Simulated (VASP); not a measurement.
# Ca (P6_3/mmc) in VASP: a series of runs, part 2 of 2

VASP 6.6.1. Earlier steps stand in the parts before.

## 3. Single point, r2SCAN (38.11 Å³/atom)

This run uses another cell than the first one, of 38.11 Å³/atom.

Contents of POSCAR:

```
Ca
1.0
    3.7719176863      0.0000000000      0.0000000000
   -1.8859588432      3.2665765374      0.0000000000
    0.0000000000      0.0000000000     12.3733806946
Ca
4
Direct
    0.0000000000      1.0000000000      1.0000000000
    1.0000000000      1.0000000000      0.5000000000
    0.3333333333      0.6666666667      0.2500000000
    0.6666666667      0.3333333333      0.7500000000
```

Contents of INCAR.step1:

```
SYSTEM = Ca
PREC     = Accurate       ! precision mode
ENCUT    = 520            ! plane-wave cutoff, eV
ISMEAR   = -1             ! smearing method
SIGMA    = 0.1            ! smearing width, eV
LREAL    = .FALSE.        ! projectors in reciprocal space
LASPH    = .TRUE.         ! aspherical terms in the spheres
NELM     = 100            ! most SCF steps
NBANDS   = 28             ! bands
GGA      = PE             ! functional
ALGO     = Normal         ! electronic algorithm
EDIFF    = 1E-4           ! SCF threshold, eV
LWAVE    = .TRUE.         ! write WAVECAR
LCHARG   = .FALSE.        ! write CHGCAR
```

Contents of INCAR.step2:

```
SYSTEM = Ca
PREC     = Accurate       ! precision mode
ENCUT    = 520            ! plane-wave cutoff, eV
EDIFF    = 1E-6           ! SCF threshold, eV
ISMEAR   = -1             ! smearing method
SIGMA    = 0.1            ! smearing width, eV
LREAL    = .FALSE.        ! projectors in reciprocal space
LASPH    = .TRUE.         ! aspherical terms in the spheres
NELM     = 100            ! most SCF steps
ALGO     = Normal         ! electronic algorithm
ISIF     = 2              ! what is computed and relaxed
LWAVE    = .FALSE.        ! write WAVECAR
LCHARG   = .FALSE.        ! write CHGCAR
METAGGA  = R2SCAN         ! meta-GGA
LMIXTAU  = .TRUE.       
NBANDS   = 28             ! bands
ISTART   = 1
```

Contents of KPOINTS:

```
Automatic mesh
0
G
  10 10 3
  0 0 0
```

Potentials or basis: VASP PAW PBE potentials, release 64 (Ca_sv).

Command:

```
$ cat potpaw_PBE.64/Ca_sv/POTCAR > POTCAR
$ cp INCAR.step1 INCAR
$ mpirun -np 1 vasp_std > vasp.out
$ cp INCAR.step2 INCAR
$ mpirun -np 1 vasp_std > vasp.out
```

OUTCAR:

```text
SYSTEM = Ca
   PREC = Accurate
   ENCUT = 520
   EDIFF = 1E-6
   ISMEAR = -1
   LREAL = .FALSE.
   LASPH = .TRUE.
   NELM = 100
   ISIF = 2
   METAGGA = R2SCAN
   ISTART = 1

 ion  position               nearest neighbor table
   1  0.000  0.000  0.000-
   2  0.000  0.000  0.500-
   3  0.333  0.667  0.250-
   4  0.667  0.333  0.750-

  LATTYP: Found a hexagonal cell.
 ALAT       =     3.7719176863
 C/A-ratio  =     3.2803952057

  Lattice vectors:

 A1 = (   3.7719176863,   0.0000000000,   0.0000000000)
 A2 = (  -1.8859588432,   3.2665765374,   0.0000000000)
 A3 = (   0.0000000000,   0.0000000000,  12.3733806946)

Analysis of symmetry for initial positions (statically):
=====================================================================
 Subroutine PRICEL returns:
 Original cell was already a primitive cell.

 Routine SETGRP: Setting up the symmetry group for a
 hexagonal supercell.

 Subroutine GETGRP returns: Found 24 space group operations
 (whereof 12 operations were pure point group operations)
 out of a pool of 24 trial point group operations.

The static configuration has the point symmetry D_3d.
 The point group associated with its full space group is D_6h.

Analysis of symmetry for dynamics (positions and initial velocities):
=====================================================================
 Subroutine PRICEL returns:
 Original cell was already a primitive cell.

 Routine SETGRP: Setting up the symmetry group for a
 hexagonal supercell.

 Subroutine GETGRP returns: Found 24 space group operations
 (whereof 12 operations were pure point group operations)
 out of a pool of 24 trial point group operations.

The dynamic configuration has the point symmetry D_3d.
 The point group associated with its full space group is D_6h.

 Subroutine INISYM returns: Found 24 space group operations
 (whereof 12 operations are pure point group operations),
 and found     1 'primitive' translations

----------------------------------------------------------------------------------------

                                     Primitive cell

  volume of cell :     152.4556

  direct lattice vectors                    reciprocal lattice vectors
     3.771917686  0.000000000  0.000000000     0.265117132  0.153065448  0.000000000
    -1.885958843  3.266576537  0.000000000     0.000000000  0.306130895  0.000000000
     0.000000000  0.000000000 12.373380695     0.000000000  0.000000000  0.080818656

  length of vectors
     3.771917686  3.771917686 12.373380695     0.306130895  0.306130895  0.080818656

  position of ions in fractional coordinates (direct lattice)
     0.000000000  0.000000000  0.000000000
     0.000000000  0.000000000  0.500000000
     0.333333333  0.666666667  0.250000000
     0.666666667  0.333333333  0.750000000

  ion indices of the primitive-cell ions
   primitive index   ion index
                 1           1
                 2           2
                 3           3
                 4           4

----------------------------------------------------------------------------------------

 KPOINTS: Automatic mesh

Automatic generation of k-mesh.
 Grid dimensions read from file:
 generate k-points for:   10   10    3

 Generating k-lattice:

  Cartesian coordinates                     Fractional coordinates (reciprocal lattice)
     0.026511713  0.015306545  0.000000000     0.100000000 -0.000000000  0.000000000
     0.000000000  0.030613090  0.000000000     0.000000000  0.100000000  0.000000000
     0.000000000  0.000000000  0.026939552     0.000000000  0.000000000  0.333333333

  Length of vectors
     0.030613090  0.030613090  0.026939552

  Shift w.r.t. Gamma in fractional coordinates (k-lattice)
     0.000000000  0.000000000  0.000000000

 Subroutine IBZKPT returns following result:
 ===========================================

 Found     28 irreducible k-points:

 Following reciprocal coordinates:
            Coordinates               Weight
  0.000000  0.000000  0.000000      1.000000
  0.100000 -0.000000  0.000000      6.000000
  0.200000 -0.000000  0.000000      6.000000
  0.300000  0.000000  0.000000      6.000000
  0.400000  0.000000  0.000000      6.000000
  0.500000  0.000000  0.000000      3.000000
[... 16 lines left out ...]
  0.300000  0.100000  0.333333     24.000000
  0.400000  0.100000  0.333333     24.000000
 [... further k-points ...]
   k-points           NKPTS =     28   k-points in BZ     NKDIM =     28   number of bands    NBANDS=     28
   number of dos      NEDOS =    301   number of ions     NIONS =      4
   total plane-waves  NPLWV =  75264
   dimension x,y,z NGX =    28 NGY =   28 NGZ =   96
   dimension x,y,z NGXF=    56 NGYF=   56 NGZF=  192
   ions per type =               4
   NGX,Y,Z   is equivalent  to a cutoff of  12.34, 12.34, 12.90 a.u.
   NGXF,Y,Z  is equivalent  to a cutoff of  24.68, 24.68, 25.80 a.u.
 SYSTEM =  Ca
   PREC   = accura    normal or accurate (medium, high low for compatibility)
   ISTART =      1    job   : 0-new  1-cont  2-samecut
   ICHARG =      0    charge: 1-file 2-atom 10-const
   ISPIN  =      1    spin polarized calculation?
   LNONCOLLINEAR =      F non collinear calculations
   LSORBIT =      F    spin-orbit coupling
   LASPH  =      T    aspherical Exc in radial PAW
   ENCUT  =  520.0 eV  38.22 Ry    6.18 a.u.   7.01  7.01 23.01*2*pi/ulx,y,z
   NELM   =    100;   NELMIN=  2; NELMDL=  0     # of ELM steps
   EDIFF  = 0.1E-05   stopping-criterion for ELM
   LREAL  =      F    real-space projection
   EDIFFG = 0.1E-04   stopping-criterion for IOM
   NSW    =      0    number of steps for IOM
   IBRION =     -1    ionic relax: 0-MD 1-quasi-New 2-CG
   NFREE  =      0    steps in history (QN), initial steepest desc. (CG)
   ISIF   =      2    stress and relaxation
   ISYM   =      2    0-nonsym 1-usesym 2-fastsym
   POTIM  = 0.5000    time-step for ionic-motion
   TEBEG  =    0.0;   TEEND  =   0.0 temperature during run
   PSTRESS=    0.0 pullay stress
   NELECT =      40.0000    total number of electrons
   NUPDOWN=      -1.0000    fix difference up-down
   EMIN   =  10.00;   EMAX   =-10.00  energy-range for DOS
   EFERMI =   0.00;   METHOD = LEGACY
   ISMEAR =    -1;   SIGMA  =   0.10  broadening in eV -4-tet -1-fermi 0-gaus
   EFERMI_NEDOS =   21; number of points for ismear=-14 and -15
   IALGO  =     38    algorithm
   IMIX   =      4    mixing-type and parameters
     AMIX     =   0.40;   BMIX     =  1.00
     AMIX_MAG =   1.60;   BMIX_MAG =  1.00
  volume/ion in A,a.u.               =      38.11       257.21
  Fermi-wavevector in a.u.,A,eV,Ry     =   1.048046  1.980520 14.944646  1.098400
  Thomas-Fermi vector in A             =   2.182951
   LORBIT       =      0    0 simple, 1 ext, 2 COOP (PROOUT), +10 PAW based schemes
   METAGGA = R2SCAN    functional components
   LHFCALC =     F    Hartree Fock is set to
   AEXX    =    0.0000 exact exchange contribution
   IVDW    =     0    specifies the selected vdW correction
   LEPSILON=     F    determine dielectric tensor
   LRPA    =     F    only Hartree local field effects (RPA)
 non-spin polarized calculation
  energy-cutoff  :      520.00
  volume of cell :      152.46
 maximum number of plane-waves:      4127
 NGX is ok and might be reduce to    28
   NGX = 13   NGY = 13   NGZ = 47

 number of electron      40.0000007 magnetization

 Free energy of the ion-electron system (eV)
  ---------------------------------------------------
  ext. energy  EPLUGINS =         0.00000000
  ---------------------------------------------------
  free energy    TOTEN  =       -28.00718917 eV

  energy without entropy =      -27.85836928  energy(sigma->0) =      -27.93277923

 E-fermi :   2.4607     XC(G=0):  -8.5626

 val. band max:        2.4504701523   @ k =   0.3000   0.3000   0.3333
 cond. band min:       2.4739269372   @ k =   0.5000   0.0000   0.3333
 fundamental gap:      0.0234567848
 Fermi energy:         2.4606665177

 k-point     1 :       0.0000    0.0000    0.0000
  band No.  band energies     occupation
      1     -41.0991      2.00000
      2     -41.0892      2.00000
      3     -41.0860      2.00000
      4     -41.0761      2.00000
      5     -21.3149      2.00000
      6     -21.2119      2.00000
[... 20 lines left out ...]
     27       5.2070      0.00000
[... 691 lines left out ...]
      6     -21.3054      2.00000
[... 20 lines left out ...]
     27       4.4346      0.00000
     28       4.7591      0.00000

 [... further k-points ...]

------------------------ aborting loop because EDIFF is reached ----------------------------------------

  FORCE on cell =-STRESS in cart. coord.  units (eV):
  Direction    XX          YY          ZZ          XY          YZ          ZX
  --------------------------------------------------------------------------------------
  -------------------------------------------------------------------------------------
  Total        2.6272703      2.6272703      2.9190654     -0.0000000      0.0000000      0.0000000
  in kB       27.6103508     27.6103508     30.6768654     -0.0000000      0.0000000      0.0000000
  external PRESSURE =      28.6325223 kB  Pullay stress =       0.0000000 kB

 VOLUME and BASIS-vectors are now :
 -----------------------------------------------------------------------------
  energy-cutoff  :      520.00
  volume of cell :      152.46
      direct lattice vectors                 reciprocal lattice vectors
     3.771917686  0.000000000  0.000000000     0.265117132  0.153065448  0.000000000
    -1.885958843  3.266576537  0.000000000     0.000000000  0.306130895  0.000000000
     0.000000000  0.000000000 12.373380695     0.000000000  0.000000000  0.080818656

 POSITION                                       TOTAL-FORCE (eV/Angst)
 -----------------------------------------------------------------------------------
      0.00000      0.00000      0.00000         0.000000      0.000000      0.000000
      0.00000      0.00000      6.18669         0.000000      0.000000      0.000000
     -0.00000      2.17772      3.09335         0.000000     -0.000000      0.000000
      1.88596      1.08886      9.28004        -0.000000      0.000000     -0.000000
 -----------------------------------------------------------------------------------
    total drift:                                0.000000     -0.000000      0.000000

  FREE ENERGIE OF THE ION-ELECTRON SYSTEM (eV)
  ---------------------------------------------------
  free  energy   TOTEN  =       -28.0071891708 eV

  energy  without entropy=      -27.8583692794  energy(sigma->0) =      -27.93277923
```

It took 3.6 min on 1 thread of Intel Xeon 6975P-C (Granite Rapids), shared host; peak memory 0.32 GiB.

Results:

| Quantity | Value |
| --- | --- |
| Free energy | -28.0072 eV |
| Pressure | 2.9 GPa |
| Band gap on the k mesh | zero (bands 20 and 21 overlap by 0.44 eV) |

Stress tensor (GPa, compression positive):
```
2.76 0.00 0.00
0.00 2.76 0.00
0.00 0.00 3.07
```

Caveat: the PAW data sets were made with another functional, which shifts forces and pressure a little.

The gap in the log of VASP goes by the Fermi energy; the results here count the filled bands.